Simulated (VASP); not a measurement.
Here is a VASP 6.6.1 calculation.

File INCAR:

```
SYSTEM = PbO
PREC = Accurate ; ENCUT = 520
EDIFF = 1E-6 ; ISMEAR = -1
SIGMA = 0.02 ; LREAL = .FALSE.
LASPH = .TRUE. ; NELM = 150
ALGO = Normal ; ISIF = 2
LWAVE = .FALSE. ; LCHARG = .FALSE.
LNONCOLLINEAR = .TRUE. ; MAGMOM = 0 0 0 0 0 0 0 0 0 0 0 0
LORBIT = 11 ; LSORBIT = .TRUE.
GGA_COMPAT = .FALSE. ; LORBMOM = .TRUE.
GGA = PE ; NBANDS = 54
```

File KPOINTS:

```
regular mesh
0
G
  12 12 4
  0 0 0
```

POSCAR

```
PbO
1.0
    3.5664584732      0.0000000000      0.0000000000
   -1.7832292366      3.0886436394      0.0000000000
    0.0000000000      0.0000000000      6.4701096399
Pb O
2 2
Direct
    0.0000000000      0.0000000000      0.0000000000
    0.0000000000      0.0000000000      0.5000000000
    0.3333333333      0.6666666667      0.2500000000
    0.6666666667      0.3333333333      0.7500000000
```

Potentials or basis: VASP PAW PBE potentials, release 64 (Pb_d, O).

The run is started by

```bash
$ cat potpaw_PBE.64/Pb_d/POTCAR potpaw_PBE.64/O/POTCAR > POTCAR
$ mpirun -np 1 vasp_ncl > vasp.out
```

Question: Predict the net moment.

Answer: 0.00 μB per cell.

Question: Predict the pressure.

Answer: 2.6 GPa.

Stress tensor (GPa, compression positive):
```
2.50 0.00 0.00
0.00 2.50 0.00
0.00 0.00 2.66
```
